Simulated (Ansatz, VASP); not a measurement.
**NaI: VASP beside Ansatz**

```
CELL_PARAMETERS angstrom
0.01617 3.24144 3.24144
3.24144 0.01617 3.24144
3.24144 3.24144 0.01617
ATOMIC_POSITIONS crystal
Na 0.00000 0.00000 0.00000
I 0.50000 0.50000 0.50000
```

Change from the starting cell: equal xy, yz and zx engineering shears of +0.5 %, PAW files.

Alike in both runs: functional r2SCAN; k mesh 6 × 6 × 6; no spin polarisation.

Ansatz relaxed the structure, and its values are those at the end. VASP's run is a single point on that final structure, the one shown.

|  | VASP | Ansatz |
| --- | --- | --- |
| version | VASP 6.6.1 | Ansatz 0.2.0 |
| potentials or method | VASP PAW PBE potentials, release 64 (Na_pv, I) | PAW with Ansatz's default frozen-core files, scalar-relativistic |
| plane-wave cutoff (eV) | 520 | 500 |
| occupations | gaussian, width 0.01 eV | fixed |
| valence electrons in the cell | 14 | 26 |

Ansatz gave:

```
gap on the k mesh at the Fermi level (eV) : 4.43
pressure (GPa)                            : 0.0
```

Task: Estimate VASP's values.

Result: gap on the k mesh at the Fermi level (eV): 4.44; pressure (GPa): -0.2.

VASP's potentials were made for PBE, not for r2SCAN. VASP's potentials hold 14 valence electrons a cell and Ansatz's 26, so a difference there can come from the potentials and not from the codes.

Neither program's run includes spin-orbit coupling.
